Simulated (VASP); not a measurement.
# CdS4 (P4/mmm) in VASP: single point with PBE

Aim: the single point of CdS4 with PBE.

All numbers are computed with VASP 6.6.1; they aren't measurements. Logs are shortened: lines on timing, memory, paths and dates and some standing lists are left out, and cuts for length are marked.

### Step 1. The cell of the first run

The structure is tetragonal, space group P4/mmm (No. 123). The conventional cell has a = 4.839 Å, b = 4.839 Å, c = 4.989 Å, α = 90.00°, β = 90.00°, γ = 90.00°. Within 3.8 Å of Cd (site symmetry 4/mmm) lie 8 S at 2.85 Å. Within 2.6 Å of S (site symmetry 2mm) lie 1 S at 1.98 Å.

### Step 2. Single point, PBE

POSCAR reads:

```
CdS4
1.0
    4.8392421692      0.0000000000      0.0000000000
    0.0000000000      4.8392421692      0.0000000000
    0.0000000000      0.0000000000      4.9894594476
Cd S
1 4
Direct
    0.0000000000      0.0000000000      0.5000000000
    0.0000000000      0.5000000000      0.1982887845
    0.5000000000      0.0000000000      0.1982887845
    0.0000000000      0.5000000000      0.8017112155
    0.5000000000      0.0000000000      0.8017112155
```

INCAR.step1 reads:

```
ALGO = Normal
EDIFF = 1E-6
ENCUT = 470
GGA = PE
GGA_COMPAT = F
ISIF = 2
ISMEAR = 0
LASPH = T
LCHARG = T
LORBIT = 11
LREAL = F
LWAVE = F
NBANDS = 30
NEDOS = 2001
NELM = 120
PREC = Accurate
SIGMA = 0.1
```

KPOINTS.step1 reads:

```
k-points
0
Gamma
  8 8 8
```

INCAR.step2 reads:

```
ALGO = Normal
EDIFF = 1E-6
ENCUT = 470
GGA = PE
GGA_COMPAT = F
ICHARG = 11
ISIF = 2
ISMEAR = -5
LASPH = T
LCHARG = F
LORBIT = 11
LREAL = F
LWAVE = F
NBANDS = 30
NEDOS = 1001
NELM = 120
PREC = Accurate
SIGMA = 0.1
```

KPOINTS.step2 reads:

```
k-points
0
Gamma
  12 12 12
```

Potentials or basis: VASP PAW PBE potentials, release 64 (Cd_sv_GW, S).

The run is started by

```console
$ cat potpaw_PBE.64/Cd_sv_GW/POTCAR potpaw_PBE.64/S/POTCAR > POTCAR
$ cp INCAR.step1 INCAR
$ cp KPOINTS.step1 KPOINTS
$ mpirun -np 1 vasp_std > vasp.out
$ cp INCAR.step2 INCAR
$ cp KPOINTS.step2 KPOINTS
$ mpirun -np 1 vasp_std > vasp.out
```

OUTCAR:

```text
EDIFF = 1E-6
   ENCUT = 470
   GGA = PE
   ICHARG = 11
   ISIF = 2
   ISMEAR = -5
   LASPH = T
   LORBIT = 11
   LREAL = F
   NELM = 120
   PREC = Accurate

 ion  position               nearest neighbor table
   1  0.000  0.000  0.500-
   2  0.000  0.500  0.198-   4 1.98
   3  0.500  0.000  0.198-   5 1.98
   4  0.000  0.500  0.802-   2 1.98
   5  0.500  0.000  0.802-   3 1.98

  LATTYP: Found a simple tetragonal cell.
 ALAT       =     4.8392421692
 C/A-ratio  =     1.0310414881

  Lattice vectors:

 A1 = (   4.8392421692,   0.0000000000,   0.0000000000)
 A2 = (   0.0000000000,   4.8392421692,   0.0000000000)
 A3 = (   0.0000000000,   0.0000000000,   4.9894594476)

Analysis of symmetry for initial positions (statically):
=====================================================================
 Subroutine PRICEL returns:
 Original cell was already a primitive cell.

 Routine SETGRP: Setting up the symmetry group for a
 simple tetragonal supercell.

 Subroutine GETGRP returns: Found 16 space group operations
 (whereof 16 operations were pure point group operations)
 out of a pool of 16 trial point group operations.

The static configuration has the point symmetry D_4h.

Analysis of symmetry for dynamics (positions and initial velocities):
=====================================================================
 Subroutine PRICEL returns:
 Original cell was already a primitive cell.

 Routine SETGRP: Setting up the symmetry group for a
 simple tetragonal supercell.

 Subroutine GETGRP returns: Found 16 space group operations
 (whereof 16 operations were pure point group operations)
 out of a pool of 16 trial point group operations.

The dynamic configuration has the point symmetry D_4h.

 Subroutine INISYM returns: Found 16 space group operations
 (whereof 16 operations are pure point group operations),
 and found     1 'primitive' translations

----------------------------------------------------------------------------------------

                                     Primitive cell

  volume of cell :     116.8445

  direct lattice vectors                    reciprocal lattice vectors
     4.839242169  0.000000000  0.000000000     0.206643926  0.000000000  0.000000000
     0.000000000  4.839242169  0.000000000     0.000000000  0.206643926  0.000000000
     0.000000000  0.000000000  4.989459448     0.000000000  0.000000000  0.200422513

  length of vectors
     4.839242169  4.839242169  4.989459448     0.206643926  0.206643926  0.200422513

  position of ions in fractional coordinates (direct lattice)
     0.000000000  0.000000000  0.500000000
     0.000000000  0.500000000  0.198288785
     0.500000000  0.000000000  0.198288785
     0.000000000  0.500000000  0.801711215
     0.500000000  0.000000000  0.801711215

  ion indices of the primitive-cell ions
   primitive index   ion index
                 1           1
                 2           2
                 3           3
                 4           4
                 5           5

----------------------------------------------------------------------------------------

 KPOINTS: k-points

Automatic generation of k-mesh.
 Grid dimensions read from file:
 generate k-points for:   12   12   12

 Generating k-lattice:

  Cartesian coordinates                     Fractional coordinates (reciprocal lattice)
     0.017220327  0.000000000  0.000000000     0.083333333  0.000000000  0.000000000
     0.000000000  0.017220327  0.000000000     0.000000000  0.083333333  0.000000000
     0.000000000  0.000000000  0.016701876     0.000000000  0.000000000  0.083333333

  Length of vectors
     0.017220327  0.017220327  0.016701876

  Shift w.r.t. Gamma in fractional coordinates (k-lattice)
     0.000000000  0.000000000  0.000000000

 TETIRR: Found   2592 inequivalent tetrahedra from    10368

 Subroutine IBZKPT returns following result:
 ===========================================

 Found    196 irreducible k-points:

 Following reciprocal coordinates:
            Coordinates               Weight
  0.000000  0.000000  0.000000      1.000000
  0.083333  0.000000  0.000000      4.000000
  0.166667  0.000000  0.000000      4.000000
  0.250000  0.000000  0.000000      4.000000
  0.333333  0.000000  0.000000      4.000000
  0.416667  0.000000  0.000000      4.000000
[... 16 lines left out ...]
  0.333333  0.333333  0.000000      4.000000
  0.416667  0.333333  0.000000      8.000000
 [... further k-points ...]
   k-points           NKPTS =    196   k-points in BZ     NKDIM =    196   number of bands    NBANDS=     30
   number of dos      NEDOS =   1001   number of ions     NIONS =      5
   total plane-waves  NPLWV =  46656
   dimension x,y,z NGX =    36 NGY =   36 NGZ =   36
   dimension x,y,z NGXF=    72 NGYF=   72 NGZF=   72
   ions per type =               1   4
   NGX,Y,Z   is equivalent  to a cutoff of  12.37, 12.37, 11.99 a.u.
   NGXF,Y,Z  is equivalent  to a cutoff of  24.73, 24.73, 23.99 a.u.
 SYSTEM =  unknown system
   PREC   = accura    normal or accurate (medium, high low for compatibility)
   ISTART =      0    job   : 0-new  1-cont  2-samecut
   ICHARG =     11    charge: 1-file 2-atom 10-const
   ISPIN  =      1    spin polarized calculation?
   LNONCOLLINEAR =      F non collinear calculations
   LSORBIT =      F    spin-orbit coupling
   LASPH  =      T    aspherical Exc in radial PAW
   ENCUT  =  470.0 eV  34.54 Ry    5.88 a.u.   8.55  8.55  8.82*2*pi/ulx,y,z
   NELM   =    120;   NELMIN=  2; NELMDL=  0     # of ELM steps
   EDIFF  = 0.1E-05   stopping-criterion for ELM
   LREAL  =      F    real-space projection
   EDIFFG = 0.1E-04   stopping-criterion for IOM
   NSW    =      0    number of steps for IOM
   IBRION =     -1    ionic relax: 0-MD 1-quasi-New 2-CG
   NFREE  =      0    steps in history (QN), initial steepest desc. (CG)
   ISIF   =      2    stress and relaxation
   ISYM   =      2    0-nonsym 1-usesym 2-fastsym
   POTIM  = 0.5000    time-step for ionic-motion
   TEBEG  =    0.0;   TEEND  =   0.0 temperature during run
   PSTRESS=    0.0 pullay stress
   NELECT =      44.0000    total number of electrons
   NUPDOWN=      -1.0000    fix difference up-down
   EMIN   =  10.00;   EMAX   =-10.00  energy-range for DOS
   EFERMI =   0.00;   METHOD = LEGACY
   ISMEAR =    -5;   SIGMA  =   0.10  broadening in eV -4-tet -1-fermi 0-gaus
   EFERMI_NEDOS =   21; number of points for ismear=-14 and -15
   IALGO  =     38    algorithm
   IMIX   =      4    mixing-type and parameters
     AMIX     =   0.40;   BMIX     =  1.00
     AMIX_MAG =   1.60;   BMIX_MAG =  1.00
  volume/ion in A,a.u.               =      23.37       157.70
  Fermi-wavevector in a.u.,A,eV,Ry     =   1.182196  2.234027 19.015345  1.397588
  Thomas-Fermi vector in A             =   2.318455
   LORBIT       =     11    0 simple, 1 ext, 2 COOP (PROOUT), +10 PAW based schemes
   GGA     = PE    functional components
   LHFCALC =     F    Hartree Fock is set to
   AEXX    =    0.0000 exact exchange contribution
   IVDW    =     0    specifies the selected vdW correction
   LEPSILON=     F    determine dielectric tensor
   LRPA    =     F    only Hartree local field effects (RPA)
 non-spin polarized calculation
 Fermi weights with tetrahedron method with Bloechl corrections
  energy-cutoff  :      470.00
  volume of cell :      116.84
 maximum number of plane-waves:      2745
 NGX is ok and might be reduce to    36

 number of electron      43.9999988 magnetization

 Free energy of the ion-electron system (eV)
  ---------------------------------------------------
  ext. energy  EPLUGINS =         0.00000000
  ---------------------------------------------------
  free energy    TOTEN  =       -16.82249268 eV

  energy without entropy =      -16.82249268  energy(sigma->0) =      -16.82249268

 E-fermi :   3.8609     XC(G=0):  -9.1721

 val. band max:        3.9500282290   @ k =   0.0000   0.0000   0.3333
 cond. band min:       3.7997297496   @ k =   0.4167   0.0000   0.0833
 fundamental gap:     -0.1502984793
 Fermi energy:         3.8608871969

 k-point     1 :       0.0000    0.0000    0.0000
  band No.  band energies     occupation
      1     -98.8270      2.00000
      2     -59.9072      2.00000
      3     -59.9072      2.00000
      4     -59.8998      2.00000
      5     -12.1624      2.00000
      6     -11.3353      2.00000
[... 22 lines left out ...]
     29       9.3779      0.00000
     30       9.9719      0.00000

 k-point     2 :       0.0833    0.0000    0.0000
  band No.  band energies     occupation
      1     -98.8271      2.00000
      2     -59.9075      2.00000
      3     -59.9072      2.00000
      4     -59.9002      2.00000
      5     -12.1481      2.00000
      6     -11.3487      2.00000
[... 22 lines left out ...]
     29       9.3737      0.00000
     30      10.0728      0.00000

 k-point     3 :       0.1667    0.0000    0.0000
  band No.  band energies     occupation
      1     -98.8272      2.00000
      2     -59.9074      2.00000
      3     -59.9074      2.00000
      4     -59.9001      2.00000
      5     -12.1061      2.00000
      6     -11.3882      2.00000
[... 682 lines left out ...]
     29       9.7682      0.00000
     30      10.3746      0.00000

 k-point    24 :       0.4167    0.3333    0.0000
  band No.  band energies     occupation
      1     -98.8270      2.00000
      2     -59.9072      2.00000
      3     -59.9071      2.00000
      4     -59.9000      2.00000
      5     -11.7657      2.00000
      6     -11.6556      2.00000
[... 22 lines left out ...]
     29       9.7382      0.00000
     30      10.8995      0.00000

 [... further k-points ...]

------------------------ aborting loop because EDIFF is reached ----------------------------------------

  FORCE on cell =-STRESS in cart. coord.  units (eV):
  Direction    XX          YY          ZZ          XY          YZ          ZX
  --------------------------------------------------------------------------------------
  -------------------------------------------------------------------------------------
  Total       -0.4394160     -0.4394160     -1.1168342      0.0000000      0.0000000      0.0000000
  in kB       -6.0252944     -6.0252944    -15.3140856      0.0000000      0.0000000      0.0000000
  external PRESSURE =      -9.1215581 kB  Pullay stress =       0.0000000 kB

 VOLUME and BASIS-vectors are now :
 -----------------------------------------------------------------------------
  energy-cutoff  :      470.00
  volume of cell :      116.84
      direct lattice vectors                 reciprocal lattice vectors
     4.839242169  0.000000000  0.000000000     0.206643926  0.000000000  0.000000000
     0.000000000  4.839242169  0.000000000     0.000000000  0.206643926  0.000000000
     0.000000000  0.000000000  4.989459448     0.000000000  0.000000000  0.200422513

 POSITION                                       TOTAL-FORCE (eV/Angst)
 -----------------------------------------------------------------------------------
      0.00000      0.00000      2.49473         0.000000     -0.000000      0.000000
      0.00000      2.41962      0.98935        -0.000000     -0.000000     -0.171802
      2.41962      0.00000      0.98935         0.000000      0.000000     -0.171802
      0.00000      2.41962      4.00011         0.000000      0.000000      0.171802
      2.41962      0.00000      4.00011         0.000000     -0.000000      0.171802
 -----------------------------------------------------------------------------------
    total drift:                                0.000000      0.000000     -0.000000

  FREE ENERGIE OF THE ION-ELECTRON SYSTEM (eV)
  ---------------------------------------------------
  free  energy   TOTEN  =       -16.8224926771 eV

  energy  without entropy=      -16.8224926771  energy(sigma->0) =      -16.82249268

 total charge

# of ion       s       p       d       f       tot
--------------------------------------------------
    1        2.242   6.139   9.229   0.005  17.615
    2        1.369   2.269   0.000   0.000   3.638
    3        1.369   2.269   0.000   0.000   3.638
    4        1.369   2.269   0.000   0.000   3.638
    5        1.369   2.269   0.000   0.000   3.638
--------------------------------------------------
tot          7.718  15.214   9.229   0.005  32.166
```

Run time: 8.7 min. Hardware: 1 thread of Intel Xeon Platinum 8488C (Sapphire Rapids), shared host; peak memory 0.63 GiB.

Results:

| Property | Result |
| --- | --- |
| Valence electrons inside the program's atomic spheres | Cd 17.61; S 3.64 |
